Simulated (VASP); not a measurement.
Here is a VASP 6.6.1 calculation.

The input INCAR:

```
ALGO = Normal
EDIFF = 1E-6
EDIFFG = -0.005
ENCUT = 600
GGA = PE
IBRION = 2
ISIF = 3
ISMEAR = 0
LASPH = T
LCHARG = F
LREAL = F
LWAVE = F
NELM = 80
NSW = 100
PREC = Accurate
SIGMA = 0.1
```

The input KPOINTS:

```
k-points
0
Gamma
  18 18 6
```

Contents of POSCAR:

```
C
1.0
    2.4665344250      0.0000000000      0.0000000000
   -1.2332672125      2.1360814714      0.0000000000
    0.0000000000      0.0000000000      8.5128479112
C
4
Direct
    0.0000000000      0.0000000000      0.0025001007
    0.0000000000      0.0000000000      0.5025001007
    0.3333333333      0.6666666667      0.0024998993
    0.6666666667      0.3333333333      0.5024998993
```

Potentials or basis: VASP PAW PBE potentials, release 64 (C).

The run is started by

```bash
$ cat potpaw_PBE.64/C/POTCAR > POTCAR
$ mpirun -np 1 vasp_std > vasp.out
```

(1) What does it give for the space group after relaxing (to 0.1 Å)?

(2) Predict the relaxed volume.

(3) Predict the band gap on the k mesh.

## Answers

(1) P6_3/mmc (No. 194).

(2) 10.42 Å³/atom.

(3) zero (filled and empty bands overlap).

Caveat: this functional lacks dispersion, which binds layers or chains, so the pressure and a relaxed spacing across them are unreliable.
